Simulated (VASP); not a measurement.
Set up this calculation in VASP 6.6.1, as the native input.

- Task: single point
- Functional: PBE
- Potentials or basis: VASP PAW PBE potentials, release 64 (Si, Mo_sv)
- Cutoff: 520 eV
- k mesh: 18 × 18 × 18
- Occupations: gaussian, width 0.15 eV
- Spin: no spin polarisation
- Dipole correction: no
- Further INCAR settings: ALGO = Normal; EDIFF = 1e-06; NBANDS = 18

The structure of Si2Mo lies in POSCAR:

```
Si2Mo
1.0
   -1.6084858705      1.6084858705      3.9366136217
    1.6084858705     -1.6084858705      3.9366136217
    1.6084858705      1.6084858705     -3.9366136217
Si Mo
2 1
Direct
    0.3350971189      0.3017427693     -0.0333543496
    0.6649028811      0.6315485315     -0.0333543496
    0.0000000000      0.0195259387      0.0195259387
```

This cell differs from its parent crystal: atoms displaced along a vibrational mode.

One way to write it, as run:

INCAR

```
PREC = Accurate
ENCUT = 520
EDIFF = 1E-6
ISMEAR = 0
SIGMA = 0.15
LREAL = F
LASPH = T
NELM = 80
ALGO = Normal
ISIF = 2
LWAVE = F
LCHARG = F
GGA = PE
NBANDS = 18
```

KPOINTS

```
regular mesh
0
Gamma
  18 18 18
```

Potentials or basis: VASP PAW PBE potentials, release 64 (Si, Mo_sv).

Launch:

```console
$ cat potpaw_PBE.64/Si/POTCAR potpaw_PBE.64/Mo_sv/POTCAR > POTCAR
$ mpirun -np 1 vasp_std > vasp.out
```

It gave:

The pressure is 2.1 GPa. The largest force is 1.594 eV/Å and the band gap on the k mesh is zero (bands 11 and 12 overlap by 0.65 eV).

Caveat: the cell differs from its parent crystal (atoms displaced along a vibrational mode); forces of over 1 eV/Å act on the atoms, so gaps and moduli don't describe the material at rest.

Wall time 4.4 min on 1 thread of Intel(R) Xeon(R) 6975P-C (Granite Rapids) (shared host), peak memory 0.69 GiB.
